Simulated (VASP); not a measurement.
Wanted: the native input for a VASP 6.6.1 run.

| Property | Result |
| --- | --- |
| Task | single point |
| Functional | PBE |
| Potentials or basis | VASP PAW PBE potentials, release 64 (Al, In_d, N) |
| Cutoff | 520 eV |
| k mesh | 4 × 4 × 6 |
| Occupations | gaussian, width 0.1 eV |
| Spin | collinear spin, ferromagnetic start |
| Starting moments | [0.0, 0.0, 0.0, 0.7, 0.7, 0.7] μB |
| Dipole correction | no |
| Further INCAR settings | ALGO = Normal; EDIFF = 1e-06; NBANDS = 35 |

The structure of AlIn2N3 lies in POSCAR:

```
AlIn2N3
1.0
    3.5748353455     -5.9611636189      0.0000000000
    3.5748353455      5.9611636189      0.0000000000
    0.0000000000      0.0000000000      3.2516703732
Al In N
1 2 3
Direct
    0.5000000000      0.5000000000      0.5000000000
    0.1706141138      0.8293858862      0.0000000000
    0.8293858862      0.1706141138      0.0000000000
    0.0000000000      0.5000000000      0.0000000000
    0.5000000000      0.0000000000      0.0000000000
    0.0000000000      0.0000000000      0.0000000000
```

The input as run:

INCAR

```
PREC = Accurate
ENCUT = 520
EDIFF = 1E-6
ISMEAR = 0
SIGMA = 0.1
LREAL = False
LASPH = True
NELM = 150
ALGO = Normal
ISIF = 2
LWAVE = False
LCHARG = False
ISPIN = 2
MAGMOM = 0 0 0 0.7 0.7 0.7
LORBIT = 11
GGA = PE
NBANDS = 35
```

KPOINTS

```
Automatic mesh
0
Gamma
  4 4 6
```

Potentials or basis: VASP PAW PBE potentials, release 64 (Al, In_d, N).

Launch:

```console
$ cat potpaw_PBE.64/Al/POTCAR potpaw_PBE.64/In_d/POTCAR potpaw_PBE.64/N/POTCAR > POTCAR
$ mpirun -np 1 vasp_std > vasp.out
```

It gave:

```json
{
  "Pressure": "0.0 GPa",
  "Largest force": "0.016 eV/Å",
  "Net moment": "2.10 μB per cell",
  "Site moments": "Al -0.02; In -0.04; N +0.52, +0.64 μB",
  "Valence electrons inside the program's atomic spheres": "Al 0.71; In 11.58; N 3.54"
}
```

Wall time 8.3 min on 1 thread of AMD EPYC 7R43 64-Core Processor (Zen 3), with other jobs on the host, peak memory 0.38 GiB.
